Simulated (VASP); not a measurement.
# BaIBr in VASP: further runs

The runs below take BaIBr through single point, with PBE.

Program: VASP 6.6.1. These are calculated values, not measurements. Logs are shortened: lines on timing, memory, paths and dates and some standing lists are left out, and cuts for length are marked.

## Step 1: The cell of the first run

The cell holds a sheet with vacuum, 3 atoms: a = 3.876 Å, b = 3.876 Å, c = 18.000 Å, α = 90.00°, β = 90.00°, γ = 90.00°.

## Step 2: Single point, PBE

File INCAR:

```
PREC = Accurate ; ENCUT = 520
EDIFF = 1E-6 ; ISMEAR = 0
SIGMA = 0.1 ; LREAL = F
LASPH = T ; NELM = 100
ALGO = Normal ; ISIF = 2
LWAVE = F ; LCHARG = F
LDIPOL = T ; IDIPOL = 3
DIPOL = 0.5 0.5 0.502 ; GGA = PE
NBANDS = 19
```

File KPOINTS:

```
regular mesh
0
Gamma
  4 4 1
```

File POSCAR:

```
BaIBr
1.0
    3.8760495400      0.0000000000      0.0000000000
    0.0000000000      3.8760495400      0.0000000000
    0.0000000000      0.0000000000     18.0000000000
Ba I Br
1 1 1
Direct
    0.0000000000      0.0000000000      0.5063333300
    0.5000000000      0.5000000000      0.3991358000
    0.5000000000      0.5000000000      0.6008642000
```

Potentials or basis: VASP PAW PBE potentials, release 64 (Ba_sv, I, Br).

On the command line:

```bash
$ cat potpaw_PBE.64/Ba_sv/POTCAR potpaw_PBE.64/I/POTCAR potpaw_PBE.64/Br/POTCAR > POTCAR
$ mpirun -np 1 vasp_std > vasp.out
```

OUTCAR:

```text
PREC = Accurate
   ENCUT = 520
   EDIFF = 1E-6
   ISMEAR = 0
   LREAL = F
   LASPH = T
   NELM = 100
   ISIF = 2
   GGA = PE

 ion  position               nearest neighbor table
   1  0.000  0.000  0.506-   3 3.23   3 3.23   3 3.23   3 3.23   2 3.35   2 3.35   2 3.35   2 3.35

   2  0.500  0.500  0.399-   1 3.35   1 3.35   1 3.35   1 3.35
   3  0.500  0.500  0.601-   1 3.23   1 3.23   1 3.23   1 3.23

  LATTYP: Found a simple tetragonal cell.
 ALAT       =     3.8760495400
 C/A-ratio  =     4.6439034936

  Lattice vectors:

 A1 = (   3.8760495400,   0.0000000000,   0.0000000000)
 A2 = (   0.0000000000,   3.8760495400,   0.0000000000)
 A3 = (   0.0000000000,   0.0000000000,  18.0000000000)

Analysis of symmetry for initial positions (statically):
=====================================================================
 Subroutine PRICEL returns:
 Original cell was already a primitive cell.

 Routine SETGRP: Setting up the symmetry group for a
 simple tetragonal supercell.

 Subroutine GETGRP returns: Found  8 space group operations
 (whereof  8 operations were pure point group operations)
 out of a pool of 16 trial point group operations.

The static configuration has the point symmetry C_4v.

Analysis of symmetry for dynamics (positions and initial velocities):
=====================================================================
 Subroutine PRICEL returns:
 Original cell was already a primitive cell.

 Routine SETGRP: Setting up the symmetry group for a
 simple tetragonal supercell.

 Subroutine GETGRP returns: Found  8 space group operations
 (whereof  8 operations were pure point group operations)
 out of a pool of 16 trial point group operations.

The dynamic configuration has the point symmetry C_4v.

 Subroutine INISYM returns: Found  8 space group operations
 (whereof  8 operations are pure point group operations),
 and found     1 'primitive' translations

----------------------------------------------------------------------------------------

                                     Primitive cell

  volume of cell :     270.4277

  direct lattice vectors                    reciprocal lattice vectors
     3.876049540  0.000000000  0.000000000     0.257994639  0.000000000  0.000000000
     0.000000000  3.876049540  0.000000000     0.000000000  0.257994639  0.000000000
     0.000000000  0.000000000 18.000000000     0.000000000  0.000000000  0.055555556

  length of vectors
     3.876049540  3.876049540 18.000000000     0.257994639  0.257994639  0.055555556

  position of ions in fractional coordinates (direct lattice)
     0.000000000  0.000000000  0.506333330
     0.500000000  0.500000000  0.399135800
     0.500000000  0.500000000  0.600864200

  ion indices of the primitive-cell ions
   primitive index   ion index
                 1           1
                 2           2
                 3           3

----------------------------------------------------------------------------------------

 KPOINTS: regular mesh

Automatic generation of k-mesh.
 Grid dimensions read from file:
 generate k-points for:    4    4    1

 Generating k-lattice:

  Cartesian coordinates                     Fractional coordinates (reciprocal lattice)
     0.064498660  0.000000000  0.000000000     0.250000000  0.000000000  0.000000000
     0.000000000  0.064498660  0.000000000     0.000000000  0.250000000  0.000000000
     0.000000000  0.000000000  0.055555556     0.000000000  0.000000000  1.000000000

  Length of vectors
     0.064498660  0.064498660  0.055555556

  Shift w.r.t. Gamma in fractional coordinates (k-lattice)
     0.000000000  0.000000000  0.000000000

 Subroutine IBZKPT returns following result:
 ===========================================

 Found      6 irreducible k-points:

 Following reciprocal coordinates:
            Coordinates               Weight
  0.000000  0.000000  0.000000      1.000000
  0.250000  0.000000  0.000000      4.000000
  0.500000  0.000000  0.000000      2.000000
  0.250000  0.250000  0.000000      4.000000
  0.500000  0.250000  0.000000      4.000000
  0.500000  0.500000  0.000000      1.000000
   k-points           NKPTS =      6   k-points in BZ     NKDIM =      6   number of bands    NBANDS=     19
   number of dos      NEDOS =    301   number of ions     NIONS =      3
   total plane-waves  NPLWV = 126000
   dimension x,y,z NGX =    30 NGY =   30 NGZ =  140
   dimension x,y,z NGXF=    60 NGYF=   60 NGZF=  280
   ions per type =               1   1   1
   NGX,Y,Z   is equivalent  to a cutoff of  12.87, 12.87, 12.93 a.u.
   NGXF,Y,Z  is equivalent  to a cutoff of  25.73, 25.73, 25.86 a.u.
 SYSTEM =  unknown system
   PREC   = accura    normal or accurate (medium, high low for compatibility)
   ISTART =      0    job   : 0-new  1-cont  2-samecut
   ICHARG =      2    charge: 1-file 2-atom 10-const
   ISPIN  =      1    spin polarized calculation?
   LNONCOLLINEAR =      F non collinear calculations
   LSORBIT =      F    spin-orbit coupling
   LASPH  =      T    aspherical Exc in radial PAW
   ENCUT  =  520.0 eV  38.22 Ry    6.18 a.u.   7.21  7.21 33.47*2*pi/ulx,y,z
   NELM   =    100;   NELMIN=  2; NELMDL= -5     # of ELM steps
   EDIFF  = 0.1E-05   stopping-criterion for ELM
   LREAL  =      F    real-space projection
   EDIFFG = 0.1E-04   stopping-criterion for IOM
   NSW    =      0    number of steps for IOM
   IBRION =     -1    ionic relax: 0-MD 1-quasi-New 2-CG
   NFREE  =      0    steps in history (QN), initial steepest desc. (CG)
   ISIF   =      2    stress and relaxation
   ISYM   =      2    0-nonsym 1-usesym 2-fastsym
   POTIM  = 0.5000    time-step for ionic-motion
   TEBEG  =    0.0;   TEEND  =   0.0 temperature during run
   PSTRESS=    0.0 pullay stress
   NELECT =      24.0000    total number of electrons
   NUPDOWN=      -1.0000    fix difference up-down
   EMIN   =  10.00;   EMAX   =-10.00  energy-range for DOS
   EFERMI =   0.00;   METHOD = LEGACY
   ISMEAR =     0;   SIGMA  =   0.10  broadening in eV -4-tet -1-fermi 0-gaus
   EFERMI_NEDOS =   21; number of points for ismear=-14 and -15
   IALGO  =     38    algorithm
   IMIX   =      4    mixing-type and parameters
     AMIX     =   0.40;   BMIX     =  1.00
     AMIX_MAG =   1.60;   BMIX_MAG =  1.00
  volume/ion in A,a.u.               =      90.14       608.31
  Fermi-wavevector in a.u.,A,eV,Ry     =   0.730233  1.379941  7.255176  0.533240
  Thomas-Fermi vector in A             =   1.822152
   LORBIT       =      0    0 simple, 1 ext, 2 COOP (PROOUT), +10 PAW based schemes
   GGA     = PE    functional components
   LHFCALC =     F    Hartree Fock is set to
   AEXX    =    0.0000 exact exchange contribution
   IVDW    =     0    specifies the selected vdW correction
   LEPSILON=     F    determine dielectric tensor
   LRPA    =     F    only Hartree local field effects (RPA)
 non-spin polarized calculation
 Gauss-broadening in eV      SIGMA  =   0.10
  energy-cutoff  :      520.00
  volume of cell :      270.43
 maximum number of plane-waves:      7332
 NGX is ok and might be reduce to    30
   NGX = 15   NGY = 15   NGZ = 67

 number of electron      24.0000002 magnetization

 dipolmoment           0.000000      0.000000      0.006610 electrons x Angstroem

 Free energy of the ion-electron system (eV)
  ---------------------------------------------------
  ext. energy  EPLUGINS =         0.00000000
  ---------------------------------------------------
  free energy    TOTEN  =       -10.11507699 eV

  energy without entropy =      -10.11507699  energy(sigma->0) =      -10.11507699

 E-fermi :  -2.6053     XC(G=0):  -3.8010

 val. band max:       -3.0849257047   @ k =   0.5000   0.0000   0.0000
 cond. band min:      -1.3227799622   @ k =   0.0000   0.0000   0.0000
 fundamental gap:      1.7621457425
 Fermi energy:        -2.6052832863

 k-point     1 :       0.0000    0.0000    0.0000
  band No.  band energies     occupation
      1     -29.7450      2.00000
      2     -17.1557      2.00000
      3     -15.5186      2.00000
      4     -14.6807      2.00000
      5     -14.6807      2.00000
      6     -13.7065      2.00000
[... 11 lines left out ...]
     18       3.5208      0.00000
     19       3.9013      0.00000

 k-point     2 :       0.2500    0.0000    0.0000
  band No.  band energies     occupation
      1     -29.7002      2.00000
      2     -17.1564      2.00000
      3     -15.6888      2.00000
      4     -14.6542      2.00000
      5     -14.6145      2.00000
      6     -13.7687      2.00000
[... 11 lines left out ...]
     18       3.2453      0.00000
     19       3.5784      0.00000

 k-point     3 :       0.5000    0.0000    0.0000
  band No.  band energies     occupation
      1     -29.6546      2.00000
      2     -17.2785      2.00000
      3     -15.4770      2.00000
      4     -14.9568      2.00000
      5     -14.5461      2.00000
      6     -13.7133      2.00000
[... 11 lines left out ...]
     18       4.2760      0.00000
     19       4.4262      0.00000

 k-point     4 :       0.2500    0.2500    0.0000
  band No.  band energies     occupation
      1     -29.6581      2.00000
      2     -17.0601      2.00000
      3     -15.4859      2.00000
      4     -15.1022      2.00000
      5     -14.6735      2.00000
      6     -13.7443      2.00000
[... 11 lines left out ...]
     18       3.7550      0.00000
     19       4.1895      0.00000

 k-point     5 :       0.5000    0.2500    0.0000
  band No.  band energies     occupation
      1     -29.6151      2.00000
      2     -17.0160      2.00000
      3     -15.4278      2.00000
      4     -15.0435      2.00000
      5     -14.8641      2.00000
      6     -13.8655      2.00000
[... 11 lines left out ...]
     18       5.1605      0.00000
     19       5.4300      0.00000

 k-point     6 :       0.5000    0.5000    0.0000
  band No.  band energies     occupation
      1     -29.5749      2.00000
      2     -16.6590      2.00000
      3     -15.4803      2.00000
      4     -15.4803      2.00000
      5     -14.7667      2.00000
      6     -14.0130      2.00000
[... 11 lines left out ...]
     18       5.0115      0.00000
     19       5.0115      0.00000

------------------------ aborting loop because EDIFF is reached ----------------------------------------

 vacuum level on the upper side and lower side of the slab       (xc-potential included)        -0.084        -0.173

  FORCE on cell =-STRESS in cart. coord.  units (eV):
  Direction    XX          YY          ZZ          XY          YZ          ZX
  --------------------------------------------------------------------------------------
  -------------------------------------------------------------------------------------
  Total        5.6266066      5.6266066      3.2267205      0.0000000      0.0000000     -0.0000000
  in kB       33.3354244     33.3354244     19.1170458      0.0000000      0.0000000     -0.0000000
  external PRESSURE =      28.5959649 kB  Pullay stress =       0.0000000 kB

 VOLUME and BASIS-vectors are now :
 -----------------------------------------------------------------------------
  energy-cutoff  :      520.00
  volume of cell :      270.43
      direct lattice vectors                 reciprocal lattice vectors
     3.876049540  0.000000000  0.000000000     0.257994639  0.000000000  0.000000000
     0.000000000  3.876049540  0.000000000     0.000000000  0.257994639  0.000000000
     0.000000000  0.000000000 18.000000000     0.000000000  0.000000000  0.055555556

 POSITION                                       TOTAL-FORCE (eV/Angst)
 -----------------------------------------------------------------------------------
      0.00000      0.00000      9.11400         0.000000     -0.000000      0.432696
      1.93802      1.93802      7.18444         0.000000      0.000000     -1.092654
      1.93802      1.93802     10.81556         0.000000      0.000000      0.659958
 -----------------------------------------------------------------------------------
    total drift:                                0.000000      0.000000     -0.000054

  FREE ENERGIE OF THE ION-ELECTRON SYSTEM (eV)
  ---------------------------------------------------
  free  energy   TOTEN  =       -10.1150769888 eV

  energy  without entropy=      -10.1150769888  energy(sigma->0) =      -10.11507699

 vacuum level on the upper side and lower side of the slab         3.266         3.156
```

Wall time 61 s (1 thread of Intel Xeon Platinum 8259CL at 2.50GHz (Skylake/Cascade Lake), shared host); peak memory 0.37 GiB.

Results:

* Free energy: -10.1151 eV
* Largest force: 1.093 eV/Å
* Band gap on the k mesh: 1.76 eV, indirect (least direct gap 1.94 eV)

Forces in eV/Å, atoms in the order of the input:
```
Ba   0.000  0.000  0.433
I    0.000  0.000 -1.093
Br   0.000  0.000  0.660
```

Caveat: spin-orbit coupling is left out, which moves the levels of the heavy elements.

## Step 3: Single point, PBE

This run uses another cell than the first one, of 183.08 Å³/atom, 2.031 times its volume.

File INCAR:

```
  PREC = Accurate
  ENCUT = 520
  EDIFF = 1E-6
  ISMEAR = 0
  SIGMA = 0.1
  LREAL = False
  LASPH = True
  NELM = 80
  ALGO = Normal
  ISIF = 2
  LWAVE = False
  LCHARG = True
  LDIPOL = True
  IDIPOL = 3
  DIPOL = 0.5 0.5 0.291
  GGA = PE
  LELF = True
  LVHAR = True
  LVACPOTAV = True
  NBANDS = 19
```

KPOINTS is that of step 2.

File POSCAR:

```
BaIBr
1.0
    4.2049792892      0.0000000000      0.0000000000
    0.0000000000      4.2049792892      0.0000000000
    0.0000000000      0.0000000000     31.0622224000
Ba I Br
1 1 1
Direct
    0.0000000000      0.0000000000      0.2945418188
    0.5000000000      0.5000000000      0.2294128561
    0.5000000000      0.5000000000      0.3489384359
```

Potentials or basis: VASP PAW PBE potentials, release 64 (Ba_sv, I, Br).

On the command line:

```bash
$ cat potpaw_PBE.64/Ba_sv/POTCAR potpaw_PBE.64/I/POTCAR potpaw_PBE.64/Br/POTCAR > POTCAR
$ mpirun -np 1 vasp_std > vasp.out
```

OUTCAR:

```text
PREC = Accurate
   ENCUT = 520
   EDIFF = 1E-6
   ISMEAR = 0
   LREAL = False
   LASPH = True
   NELM = 80
   ISIF = 2
   GGA = PE

 ion  position               nearest neighbor table
   1  0.000  0.000  0.295-   3 3.42   3 3.42   3 3.42   3 3.42   2 3.60   2 3.60   2 3.60   2 3.60

   2  0.500  0.500  0.229-   1 3.60   1 3.60   1 3.60   1 3.60
   3  0.500  0.500  0.349-   1 3.42   1 3.42   1 3.42   1 3.42

  LATTYP: Found a simple tetragonal cell.
 ALAT       =     4.2049792892
 C/A-ratio  =     7.3870096054

  Lattice vectors:

 A1 = (   4.2049792892,   0.0000000000,   0.0000000000)
 A2 = (   0.0000000000,   4.2049792892,   0.0000000000)
[... 308 lines left out ...]
  -------------------------------------------------------------------------------------
  Total        0.3241176      0.3241176      0.1925303      0.0000000      0.0000000      0.0000000
  in kB        0.9454814      0.9454814      0.5616288      0.0000000      0.0000000      0.0000000
  external PRESSURE =       0.8175305 kB  Pullay stress =       0.0000000 kB

 VOLUME and BASIS-vectors are now :
 -----------------------------------------------------------------------------
  energy-cutoff  :      520.00
  volume of cell :      549.24
      direct lattice vectors                 reciprocal lattice vectors
     4.204979289  0.000000000  0.000000000     0.237813300  0.000000000  0.000000000
     0.000000000  4.204979289  0.000000000     0.000000000  0.237813300  0.000000000
     0.000000000  0.000000000 31.062222400     0.000000000  0.000000000  0.032193447

 POSITION                                       TOTAL-FORCE (eV/Angst)
 -----------------------------------------------------------------------------------
      0.00000      0.00000      9.14912        -0.000000      0.000000      0.005453
      2.10249      2.10249      7.12607         0.000000     -0.000000     -0.055344
      2.10249      2.10249     10.83880         0.000000     -0.000000      0.049892
 -----------------------------------------------------------------------------------
    total drift:                                0.000000     -0.000000      0.000130

  FREE ENERGIE OF THE ION-ELECTRON SYSTEM (eV)
  ---------------------------------------------------
  free  energy   TOTEN  =       -10.6124191487 eV

  energy  without entropy=      -10.6124191487  energy(sigma->0) =      -10.61241915

 vacuum level on the upper side and lower side of the slab         1.583         1.795
```

stdout:

```text
POSCAR found type information on POSCAR BaI Br
 POSCAR found :  3 types and       3 ions
 scaLAPACK will be used
 LDA part: xc-table for (Slater+PW92), standard interpolation
 POSCAR, INCAR and KPOINTS ok, starting setup
 FFT: planning ... GRIDC
 FFT: planning ... GRID_SOFT
 FFT: planning ... GRID
 WAVECAR not read
 entering main loop
 -----------------------------------------------------------------------------
|                                                                             |
|           W    W    AA    RRRRR   N    N  II  N    N   GGGG   !!!           |
|           W    W   A  A   R    R  NN   N  II  NN   N  G    G  !!!           |
|           W    W  A    A  R    R  N N  N  II  N N  N  G       !!!           |
|           W WW W  AAAAAA  RRRRR   N  N N  II  N  N N  G  GGG   !            |
|           WW  WW  A    A  R   R   N   NN  II  N   NN  G    G                |
|           W    W  A    A  R    R  N    N  II  N    N   GGGG   !!!           |
|                                                                             |
|     Did not find any points to average over, which means that no vacuum     |
|     field-free region was found. Please increase the size of  your cell     |
|     in the dimension of the dipole correction to obtain accurate            |
|     workfunction values.                                                    |
|                                                                             |
 -----------------------------------------------------------------------------
```

Wall time 1.7 min (1 thread of Intel Xeon Platinum 8259CL at 2.50GHz (Skylake/Cascade Lake), shared host); peak memory 0.57 GiB.

Results:

| Property | Result |
| --- | --- |
| Free energy | -10.6124 eV |
| Largest force | 0.055 eV/Å |
| Band gap on the k mesh | 2.25 eV, indirect (least direct gap 2.41 eV) |

Forces on the atoms (eV/Å):
```
Ba   0.000  0.000  0.005
I    0.000  0.000 -0.055
Br   0.000  0.000  0.050
```

Caveat: spin-orbit coupling is left out, which moves the levels of the heavy elements.
